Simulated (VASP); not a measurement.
# Sn3Cl: single point with PBE

Crystal: Sn3Cl.

```
Sn Cl
1.0
     4.78447    0.00000    0.00000
     0.00000    4.78447    0.00000
     0.00000    0.00000    4.78447
Sn Cl
3 1
Cartesian
  0.0000 2.3922 2.3922
  2.3922 0.0000 2.3922
  2.3922 2.3922 0.0000
  0.0000 0.0000 0.0000
```

| Quantity | Value |
| --- | --- |
| Program | VASP 6.6.1 |
| Task | single point |
| Functional | PBE |
| Potentials or basis | VASP PAW PBE potentials, release 64 (Sn_d, Cl) |
| Cutoff | 520 eV |
| k mesh | 10 × 10 × 10 |
| Occupations | gaussian, width 0.1 eV |
| Spin | no spin polarisation |

The pressure is -0.1 GPa and the band gap on the k mesh is zero (an odd number of electrons rules out a gap without spin polarisation).

Levels at points of the mesh, in eV from the Fermi level:
```csv
k point,band 22,band 23,band 24,band 25,band 26,band 27,band 28,band 29
"(0.00, 0.00, 0.00)",-4.70,-1.12,-1.12,-1.12,2.40,2.40,2.40,3.89
"(0.50, 0.00, 0.00)",-3.30,-1.58,-1.58,0.20,1.43,1.44,1.44,1.81
"(0.50, 0.50, 0.00)",-3.26,-2.52,-0.63,0.16,0.33,0.33,2.21,2.21
"(0.50, 0.50, 0.50)",-5.36,-4.53,-0.01,-0.01,-0.01,5.72,5.72,5.87
```

It took 2.3 min on 1 thread of Intel(R) Xeon(R) Platinum 8259CL CPU @ 2.50GHz (Skylake/Cascade Lake) (shared host), peak memory 0.3 GiB.

Caveat: spin-orbit coupling is left out, which moves the levels of the heavy elements.
